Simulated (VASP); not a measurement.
Input of a VASP 6.6.1 run:

INCAR

```
PREC = Accurate
ENCUT = 520
EDIFF = 1E-6
ISMEAR = 0
SIGMA = 0.01
LREAL = False
LASPH = True
NELM = 100
ALGO = Normal
ISIF = 2
LWAVE = False
LCHARG = False
GGA = PE
NBANDS = 24
```

File KPOINTS:

```
regular mesh
0
Gamma
  6 6 4
```

POSCAR

```
KF
1.0
    4.5912066628      0.0000000000      0.0000000000
   -2.2956033314      3.9761016040      0.0000000000
    0.0000000000      0.0000000000      5.4292206819
K F
2 2
Direct
    0.3333333333      0.6666666667      0.2500000000
    0.6666666667      0.3333333333      0.7500000000
    0.6666666667      0.3333333333      0.2500000000
    0.3333333333      0.6666666667      0.7500000000
```

Potentials or basis: VASP PAW PBE potentials, release 64 (K_sv, F).

Command:

```sh
$ cat potpaw_PBE.64/K_sv/POTCAR potpaw_PBE.64/F/POTCAR > POTCAR
$ mpirun -np 1 vasp_std > vasp.out
```

Q: Predict the pressure.

A: -0.7 GPa.

Q: What does it give for the band gap on the k mesh?

A: 5.14 eV.

Stress tensor (GPa, compression positive):
```
-0.61  0.00  0.00
 0.00 -0.61  0.00
 0.00  0.00 -0.73
```

A k mesh can miss the band edges.
